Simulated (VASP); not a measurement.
# TiO2 (Pmma) in VASP: a series of runs, part 2 of 2

VASP 6.6.1. Earlier steps stand in the parts before.

## (5) Single point, PBE

This run uses another cell than the first one, of 13.47 Å³/atom, 0.789 times its volume.

INCAR reads:

```
  PREC = Accurate
  ENCUT = 520
  EDIFF = 1E-7
  ISMEAR = 0
  SIGMA = 0.05
  LREAL = False
  LASPH = True
  NELM = 100
  ALGO = Normal
  ISIF = 2
  LWAVE = False
  LCHARG = True
  GGA = PE
  LELF = True
  LVHAR = True
  NBANDS = 60
```

KPOINTS reads:

```
Automatic mesh
0
Gamma
  7 7 3
```

POSCAR reads:

```
TiO2
1.0
   -3.7992225376      0.0000000000      0.0000000000
    0.0000000000     -3.7992225376      0.0000000000
    0.0000000000      0.0000000000     11.1968968543
Ti O
4 8
Direct
    0.0000000000      1.0000000000      0.5412714445
    0.5000000000      0.5000000000      0.1082542889
    0.5000000000      0.0000000000      0.3247628667
    0.0000000000      0.5000000000      0.7577800223
    0.0000000000      0.0000000000      0.7201133547
    0.5000000000      0.5000000000      0.2870961991
    0.5000000000      0.0000000000      0.5036047769
    0.0000000000      0.5000000000      0.0705876213
    0.5000000000      0.0000000000      0.1459209565
    0.0000000000      0.5000000000      0.5789381121
    0.0000000000      0.0000000000      0.3624295343
    0.5000000000      0.5000000000      0.7954466899
```

Potentials or basis: VASP PAW PBE potentials, release 64 (Ti_sv, O).

On the command line:

```bash
cat potpaw_PBE.64/Ti_sv/POTCAR potpaw_PBE.64/O/POTCAR > POTCAR
mpirun -np 1 vasp_std > vasp.out
```

OUTCAR:

```text
PREC = Accurate
   ENCUT = 520
   EDIFF = 1E-7
   ISMEAR = 0
   LREAL = False
   LASPH = True
   NELM = 100
   ISIF = 2
   GGA = PE

 ion  position               nearest neighbor table
   1  0.000  0.000  0.541-   7 1.95  10 1.95  10 1.95   7 1.95   5 2.00  11 2.00
   2  0.500  0.500  0.108-   8 1.95   9 1.95   9 1.95   8 1.95   6 2.00
   3  0.500  0.000  0.325-   6 1.95  11 1.95   6 1.95  11 1.95   9 2.00   7 2.00
   4  0.000  0.500  0.758-   5 1.95  12 1.95   5 1.95  12 1.95  10 2.00
   5  0.000  0.000  0.720-   4 1.95   4 1.95   1 2.00
   6  0.500  0.500  0.287-   3 1.95   3 1.95   2 2.00
   7  0.500  0.000  0.504-   1 1.95   1 1.95   3 2.00
   8  0.000  0.500  0.071-   2 1.95   2 1.95
   9  0.500  0.000  0.146-   2 1.95   2 1.95   3 2.00
  10  0.000  0.500  0.579-   1 1.95   1 1.95   4 2.00
  11  0.000  0.000  0.362-   3 1.95   3 1.95   1 2.00
  12  0.500  0.500  0.795-   4 1.95   4 1.95

  LATTYP: Found a simple tetragonal cell.
 ALAT       =     3.7992225376
 C/A-ratio  =     2.9471547780

  Lattice vectors:

 A1 = (  -3.7992225376,   0.0000000000,   0.0000000000)
[... 206 lines left out ...]
 k-point     1 :       0.0000    0.0000    0.0000
  band No.  band energies     occupation
      1     -54.7006      2.00000
      2     -54.6755      2.00000
      3     -54.5881      2.00000
      4     -54.5876      2.00000
      5     -31.1014      2.00000
      6     -31.0090      2.00000
[... 1501 lines left out ...]
     59       5.5786      0.00000
     60       5.6534      0.00000

 [... further k-points ...]
[... 5 lines left out ...]
  --------------------------------------------------------------------------------------
  -------------------------------------------------------------------------------------
  Total      -13.6685881      1.1890969     -3.9203129      0.0000000      0.0000000      0.0000000
  in kB     -135.5024332     11.7880149    -38.8637027      0.0000000      0.0000000      0.0000000
  external PRESSURE =     -54.1927070 kB  Pullay stress =       0.0000000 kB

 VOLUME and BASIS-vectors are now :
 -----------------------------------------------------------------------------
  energy-cutoff  :      520.00
  volume of cell :      161.62
      direct lattice vectors                 reciprocal lattice vectors
    -3.799222538  0.000000000  0.000000000    -0.263211747  0.000000000  0.000000000
     0.000000000 -3.799222538  0.000000000     0.000000000 -0.263211747  0.000000000
     0.000000000  0.000000000 11.196896854     0.000000000  0.000000000  0.089310459

 POSITION                                       TOTAL-FORCE (eV/Angst)
 -----------------------------------------------------------------------------------
      0.00000      0.00000      6.06056         0.000000      0.000000      0.177610
     -1.89961     -1.89961      1.21211         0.000000      0.000000      1.010513
     -1.89961      0.00000      3.63634         0.000000      0.000000     -0.177610
      0.00000     -1.89961      8.48478         0.000000      0.000000     -1.010513
      0.00000      0.00000      8.06303         0.000000      0.000000      0.122042
     -1.89961     -1.89961      3.21459         0.000000      0.000000     -0.546555
     -1.89961      0.00000      5.63881         0.000000      0.000000     -0.105335
      0.00000     -1.89961      0.79036         0.000000      0.000000     -0.625852
     -1.89961      0.00000      1.63386         0.000000      0.000000     -0.122042
      0.00000     -1.89961      6.48231         0.000000      0.000000      0.546555
      0.00000      0.00000      4.05809         0.000000      0.000000      0.105335
     -1.89961     -1.89961      8.90653         0.000000      0.000000      0.625852
 -----------------------------------------------------------------------------------
    total drift:                               -0.000000     -0.000000     -0.000050

  FREE ENERGIE OF THE ION-ELECTRON SYSTEM (eV)
  ---------------------------------------------------
  free  energy   TOTEN  =      -106.0082729112 eV

  energy  without entropy=     -106.0082729112  energy(sigma->0) =     -106.00827291
```

OSZICAR:

```text
N       E                     dE             d eps       ncg     rms          rms(c)
DAV:   1     0.148493557679E+04    0.14849E+04   -0.48378E+04  4016   0.182E+03
DAV:   2     0.168365954352E+03   -0.13166E+04   -0.12467E+04  3968   0.563E+02
DAV:   3    -0.118806678936E+03   -0.28717E+03   -0.27988E+03  4936   0.234E+02
[... 11 lines left out ...]
DAV:  15    -0.106008263557E+03   -0.41413E-04   -0.20705E-04  5280   0.786E-02    0.138E-02
DAV:  16    -0.106008268723E+03   -0.51660E-05   -0.27127E-05  5732   0.280E-02    0.730E-03
DAV:  17    -0.106008271308E+03   -0.25851E-05   -0.82878E-06  4960   0.145E-02    0.401E-03
DAV:  18    -0.106008272895E+03   -0.15872E-05   -0.27748E-06  4220   0.847E-03    0.111E-03
DAV:  19    -0.106008272911E+03   -0.15760E-07   -0.41832E-07  4088   0.360E-03
   1 F= -.10600827E+03 E0= -.10600827E+03  d E =-.114808E-26
```

Wall time 7.6 min (1 thread of Oxide Virtual Turin-like, shared host); peak memory 0.34 GiB.

What came out:

- Free energy: -106.0083 eV
- Pressure: -5.4 GPa
- Largest force: 1.011 eV/Å
- Band gap on the k mesh: 1.67 eV, indirect (least direct gap 2.04 eV)

Forces on the atoms (eV/Å):
```
Ti   0.000  0.000  0.178
Ti   0.000  0.000  1.011
Ti   0.000  0.000 -0.178
Ti   0.000  0.000 -1.011
O    0.000  0.000  0.122
O    0.000  0.000 -0.547
O    0.000  0.000 -0.105
O    0.000  0.000 -0.626
O    0.000  0.000 -0.122
O    0.000  0.000  0.547
O    0.000  0.000  0.105
O    0.000  0.000  0.626
```

Caveat: forces of over 1 eV/Å act on the atoms, so gaps and moduli don't describe the material at rest.

## (6) Summary

| cell | gap on the mesh (eV) | pressure (GPa) | largest force (eV/Å) |
| --- | --- | --- | --- |
| a = 3.799, b = 3.799, c = 14.197 Å, 12 atoms | 1.65 | -4.2 | 1.35 |
| a = 3.799, b = 3.799, c = 15.697 Å, 12 atoms | 1.65 | -3.8 | 1.35 |
| a = 3.799, b = 3.799, c = 10.697 Å, 12 atoms | 1.70 | -5.6 | 0.74 |
| a = 3.799, b = 3.799, c = 11.197 Å, 12 atoms | 1.67 | -5.4 | 1.01 |

Alike in all rows: task single point; level PBE; potentials or basis VASP PAW PBE potentials, release 64 (Ti_sv, O); no spin polarisation; k mesh 7 × 7 × 3; cutoff (eV) 520; smearing gaussian 0.05 eV.

Caveats: forces of over 1 eV/Å act on the atoms, so gaps and moduli don't describe the material at rest (some runs).

Total energies depend on the potentials used, so only differences within one code and one set of settings carry meaning.
